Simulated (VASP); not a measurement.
# Ti (P6/mmm) in VASP: a series of runs, part 2 of 2

VASP 6.6.1.

## Step 3: Relaxation of cell and atoms, BLYP+D3(BJ)

INCAR reads:

```
  PREC = Accurate
  ENCUT = 600
  EDIFF = 1E-7
  ISMEAR = 1
  SIGMA = 0.1
  LREAL = F
  LASPH = T
  NELM = 60
  ALGO = Normal
  ISIF = 3
  LWAVE = F
  LCHARG = F
  GGA = B5
  ALDAX = 1.0
  AGGAX = 1.0
  AGGAC = 1.0
  ALDAC = 0.0
  IVDW = 12
  VDW_S6 = 1.0
  VDW_S8 = 2.6996
  VDW_A1 = 0.4298
  VDW_A2 = 4.2359
  IBRION = 2
  NSW = 80
  EDIFFG = -0.01
```

KPOINTS reads:

```
Automatic mesh
0
Gamma
  8 8 12
```

POSCAR reads:

```
Ti
1.0
    4.6000000000      0.0000000000      0.0000000000
   -2.3000000000      3.9837170000      0.0000000000
    0.0000000000      0.0000000000      2.8200000000
Ti
3
Direct
    0.0000000000      0.0000000000      0.0000000000
    0.3333333333      0.6666666667      0.5000000000
    0.6666666667      0.3333333333      0.5000000000
```

Potentials or basis: VASP PAW PBE potentials, release 64 (Ti_sv).

Started as:

```bash
$ cat potpaw_PBE.64/Ti_sv/POTCAR > POTCAR
$ mpirun -np 1 vasp_std > vasp.out
```

OUTCAR:

```text
PREC = Accurate
   ENCUT = 600
   EDIFF = 1E-7
   ISMEAR = 1
   LREAL = F
   LASPH = T
   NELM = 60
   ISIF = 3
   GGA = B5
   IVDW = 12
   IBRION = 2
   NSW = 80
   EDIFFG = -0.01
 IVDW          = 12

 ion  position               nearest neighbor table
   1  0.000  0.000  0.000-
   2  0.333  0.667  0.500-   3 2.66   3 2.66   3 2.66
   3  0.667  0.333  0.500-   2 2.66   2 2.66   2 2.66

  LATTYP: Found a hexagonal cell.
 ALAT       =     4.6000000000
 C/A-ratio  =     0.6130434783

  Lattice vectors:

 A1 = (   4.6000000000,   0.0000000000,   0.0000000000)
 A2 = (  -2.3000000000,   3.9837170000,   0.0000000000)
 A3 = (   0.0000000000,   0.0000000000,   2.8200000000)

Analysis of symmetry for initial positions (statically):
=====================================================================
 Subroutine PRICEL returns:
 Original cell was already a primitive cell.

 Routine SETGRP: Setting up the symmetry group for a
 hexagonal supercell.

 Subroutine GETGRP returns: Found 24 space group operations
 (whereof 24 operations were pure point group operations)
 out of a pool of 24 trial point group operations.

The static configuration has the point symmetry D_6h.

Analysis of symmetry for dynamics (positions and initial velocities):
=====================================================================
 Subroutine PRICEL returns:
 Original cell was already a primitive cell.

 Routine SETGRP: Setting up the symmetry group for a
 hexagonal supercell.

 Subroutine GETGRP returns: Found 24 space group operations
 (whereof 24 operations were pure point group operations)
 out of a pool of 24 trial point group operations.

The dynamic configuration has the point symmetry D_6h.

 Subroutine INISYM returns: Found 24 space group operations
 (whereof 24 operations are pure point group operations),
 and found     1 'primitive' translations

----------------------------------------------------------------------------------------

                                     Primitive cell

  volume of cell :      51.6768

  direct lattice vectors                    reciprocal lattice vectors
     4.600000000  0.000000000  0.000000000     0.217391304  0.125510924  0.000000000
    -2.300000000  3.983717000  0.000000000     0.000000000  0.251021847  0.000000000
     0.000000000  0.000000000  2.820000000     0.000000000  0.000000000  0.354609929

  length of vectors
     4.600000000  4.600000123  2.820000000     0.251021854  0.251021847  0.354609929

  position of ions in fractional coordinates (direct lattice)
     0.000000000  0.000000000  0.000000000
     0.333333333  0.666666667  0.500000000
     0.666666667  0.333333333  0.500000000

  ion indices of the primitive-cell ions
   primitive index   ion index
                 1           1
                 2           2
                 3           3

----------------------------------------------------------------------------------------

 KPOINTS: Automatic mesh

Automatic generation of k-mesh.
 Grid dimensions read from file:
 generate k-points for:    8    8   12

 Generating k-lattice:

  Cartesian coordinates                     Fractional coordinates (reciprocal lattice)
     0.027173913  0.015688865  0.000000000     0.125000000  0.000000000  0.000000000
     0.000000000  0.031377731  0.000000000     0.000000000  0.125000000  0.000000000
     0.000000000  0.000000000  0.029550827     0.000000000  0.000000000  0.083333333

  Length of vectors
     0.031377732  0.031377731  0.029550827

  Shift w.r.t. Gamma in fractional coordinates (k-lattice)
     0.000000000  0.000000000  0.000000000

 Subroutine IBZKPT returns following result:
 ===========================================

 Found     70 irreducible k-points:

 Following reciprocal coordinates:
            Coordinates               Weight
  0.000000  0.000000  0.000000      1.000000
  0.125000  0.000000  0.000000      6.000000
  0.250000  0.000000  0.000000      6.000000
  0.375000  0.000000  0.000000      6.000000
  0.500000  0.000000  0.000000      3.000000
  0.125000  0.125000  0.000000      6.000000
[... 16 lines left out ...]
  0.250000  0.000000  0.166667     12.000000
  0.375000  0.000000  0.166667     12.000000
 [... further k-points ...]
   k-points           NKPTS =     70   k-points in BZ     NKDIM =     70   number of bands    NBANDS=     22
   number of dos      NEDOS =    301   number of ions     NIONS =      3
   total plane-waves  NPLWV =  38400
   dimension x,y,z NGX =    40 NGY =   40 NGZ =   24
   dimension x,y,z NGXF=    80 NGYF=   80 NGZF=   48
   ions per type =               3
   NGX,Y,Z   is equivalent  to a cutoff of  14.46, 14.46, 14.15 a.u.
   NGXF,Y,Z  is equivalent  to a cutoff of  28.91, 28.91, 28.30 a.u.
 SYSTEM =  unknown system
   PREC   = accura    normal or accurate (medium, high low for compatibility)
   ISTART =      0    job   : 0-new  1-cont  2-samecut
   ICHARG =      2    charge: 1-file 2-atom 10-const
   ISPIN  =      1    spin polarized calculation?
   LNONCOLLINEAR =      F non collinear calculations
   LSORBIT =      F    spin-orbit coupling
   LASPH  =      T    aspherical Exc in radial PAW
   ENCUT  =  600.0 eV  44.10 Ry    6.64 a.u.   9.19  9.19  5.63*2*pi/ulx,y,z
   NELM   =     60;   NELMIN=  2; NELMDL= -5     # of ELM steps
   EDIFF  = 0.1E-06   stopping-criterion for ELM
   LREAL  =      F    real-space projection
   EDIFFG = -.1E-01   stopping-criterion for IOM
   NSW    =     80    number of steps for IOM
   IBRION =      2    ionic relax: 0-MD 1-quasi-New 2-CG
   NFREE  =      1    steps in history (QN), initial steepest desc. (CG)
   ISIF   =      3    stress and relaxation
   ISYM   =      2    0-nonsym 1-usesym 2-fastsym
   POTIM  = 0.5000    time-step for ionic-motion
   TEBEG  =    0.0;   TEEND  =   0.0 temperature during run
   PSTRESS=    0.0 pullay stress
   NELECT =      36.0000    total number of electrons
   NUPDOWN=      -1.0000    fix difference up-down
   EMIN   =  10.00;   EMAX   =-10.00  energy-range for DOS
   EFERMI =   0.00;   METHOD = LEGACY
   ISMEAR =     1;   SIGMA  =   0.10  broadening in eV -4-tet -1-fermi 0-gaus
   EFERMI_NEDOS =   21; number of points for ismear=-14 and -15
   IALGO  =     38    algorithm
   IMIX   =      4    mixing-type and parameters
     AMIX     =   0.40;   BMIX     =  1.00
     AMIX_MAG =   1.60;   BMIX_MAG =  1.00
  volume/ion in A,a.u.               =      17.23       116.24
  Fermi-wavevector in a.u.,A,eV,Ry     =   1.451255  2.742475 28.655806  2.106142
  Thomas-Fermi vector in A             =   2.568774
   LORBIT       =      0    0 simple, 1 ext, 2 COOP (PROOUT), +10 PAW based schemes
   GGA     = B5    functional components
   LHFCALC =     F    Hartree Fock is set to
   AEXX    =    0.0000 exact exchange contribution
   IVDW    =    12    specifies the selected vdW correction
   LEPSILON=     F    determine dielectric tensor
   LRPA    =     F    only Hartree local field effects (RPA)
 conjugate gradient relaxation of ions
 non-spin polarized calculation
 Methfessel and Paxton  Order N= 1 SIGMA  =   0.10
  energy-cutoff  :      600.00
  volume of cell :       51.68
 maximum number of plane-waves:      1757
 NGX is ok and might be reduce to    40
   NGX = 19   NGY = 19   NGZ = 11

--------------------------------------- Ionic step        1  -------------------------------------------

 number of electron      35.9999997 magnetization

 Free energy of the ion-electron system (eV)
  ---------------------------------------------------
  ext. energy  EPLUGINS =         0.00000000
  ---------------------------------------------------
  free energy    TOTEN  =       -20.30163662 eV

  energy without entropy =      -20.30271087  energy(sigma->0) =      -20.30199470

 E-fermi :   8.7624     XC(G=0): -11.0023

 val. band max:        8.7421279340   @ k =   0.3750   0.2500   0.2500
 cond. band min:       8.7634246371   @ k =   0.5000   0.0000   0.0000
 fundamental gap:      0.0212967031
 Fermi energy:         8.7623526450

 k-point     1 :       0.0000    0.0000    0.0000
  band No.  band energies     occupation
      1     -47.9333      2.00000
      2     -47.6463      2.00000
      3     -47.4866      2.00000
      4     -24.4155      2.00000
      5     -24.4155      2.00000
      6     -24.2725      2.00000
[... 589 lines left out ...]
     21       9.4450     -0.00000
     22       9.7830     -0.00000

 [... further k-points ...]

------------------------ aborting loop because EDIFF is reached ----------------------------------------

 Edisp (eV)   -4.30191

 E8    (eV) :    -3.2831
[... 278 lines left out ...]
--------------------------------------- Ionic step        8  -------------------------------------------

 number of electron      36.0000005 magnetization

 Free energy of the ion-electron system (eV)
  ---------------------------------------------------
  ext. energy  EPLUGINS =         0.00000000
  ---------------------------------------------------
  free energy    TOTEN  =       -19.97859572 eV

  energy without entropy =      -19.97930304  energy(sigma->0) =      -19.97883150

 E-fermi :  10.0756     XC(G=0): -11.5446

 val. band max:       10.0721682510   @ k =   0.3750   0.2500   0.2500
 cond. band min:      10.0836673932   @ k =   0.3750   0.2500   0.0833
 fundamental gap:      0.0114991423
 Fermi energy:        10.0755870811

 k-point     1 :       0.0000    0.0000    0.0000
  band No.  band energies     occupation
      1     -46.4528      2.00000
      2     -46.1691      2.00000
      3     -45.9328      2.00000
      4     -22.9755      2.00000
      5     -22.9755      2.00000
      6     -22.9224      2.00000
[... 589 lines left out ...]
     21      10.8488     -0.00000
     22      11.2092     -0.00000

 [... further k-points ...]

------------------------ aborting loop because EDIFF is reached ----------------------------------------

 Edisp (eV)   -4.85741

 E8    (eV) :    -3.7104
[... 26 lines left out ...]
  FREE ENERGIE OF THE ION-ELECTRON SYSTEM (eV)
  ---------------------------------------------------
  free  energy   TOTEN  =       -24.8360007422 eV

  energy  without entropy=      -24.8367080617  energy(sigma->0) =      -24.83623652

 reached required accuracy - stopping structural energy minimisation
```

Wall time 6.9 min (1 thread of AMD EPYC 9R45 (Zen 5), shared host); peak memory 0.23 GiB.

What came out:

| Property | Result |
| --- | --- |
| Free energy | -24.8360 eV |
| Relaxed volume | 15.35 Å³/atom |
| Relaxed cell | a = 4.406 Å, b = 4.406 Å, c = 2.739 Å, α = 90.00°, β = 90.00°, γ = 120.00° |
| Space group after relaxing (to 0.1 Å) | P6/mmm (No. 191) |
| Energy gained by relaxing | 77.5 meV/atom |
| Ionic steps | 8 |
| Pressure after relaxing | 0.0 GPa |
| Band gap on the k mesh | zero (bands 18 and 19 overlap by 0.44 eV) |
| Dispersion energy per atom | -1.619 eV |

Step by step:
```tsv
step	energy change (eV)	largest force (eV/Å)	pressure (GPa)	volume (Å³)
1	0.0000	0.0000	-11.97	51.68
2	-0.1176	0.0000	11.34	42.63
3	-0.2310	0.0000	-0.06	46.08
4	-0.2310	0.0000	0.23	45.97
5	-0.2324	0.0000	0.20	45.97
6	-0.2324	0.0000	0.20	45.97
7	-0.2324	0.0000	-0.14	46.09
8	-0.2325	0.0000	-0.03	46.05
```

Final structure:
```
Ti
1.0
     4.40597    0.00000    0.00000
    -2.20298    3.81568    0.00000
     0.00000    0.00000    2.73906
Ti
3
Cartesian
  -2.2030 3.8157 2.7391
  0.0000 2.5438 1.3695
  2.2030 1.2719 1.3695
```

Levels at points of the mesh, in eV from the Fermi level:
| k point | band 15 | band 16 | band 17 | band 18 | band 19 | band 20 | band 21 | band 22 |
| --- | --- | --- | --- | --- | --- | --- | --- | --- |
| (0.00, 0.00, 0.00) | -0.70 | -0.70 | -0.60 | -0.60 | -0.01 | 0.69 | 1.33 | 1.33 |
| (0.50, 0.00, 0.00) | -2.87 | -0.57 | -0.55 | -0.47 | -0.04 | 0.57 | 0.99 | 1.71 |
| (0.00, 0.00, 0.50) | -2.10 | -1.92 | -1.92 | -1.55 | 1.14 | 1.14 | 1.36 | 1.36 |
| (0.50, 0.00, 0.50) | -1.96 | -1.44 | -0.76 | -0.62 | 0.27 | 0.83 | 1.16 | 1.34 |

Caveat: the dispersion term is far too large for a dense solid, which distorts pressure and volume; the PAW data sets were made with another functional, which shifts forces and pressure a little.

The gap in the log of VASP goes by the Fermi energy; the results here count the filled bands.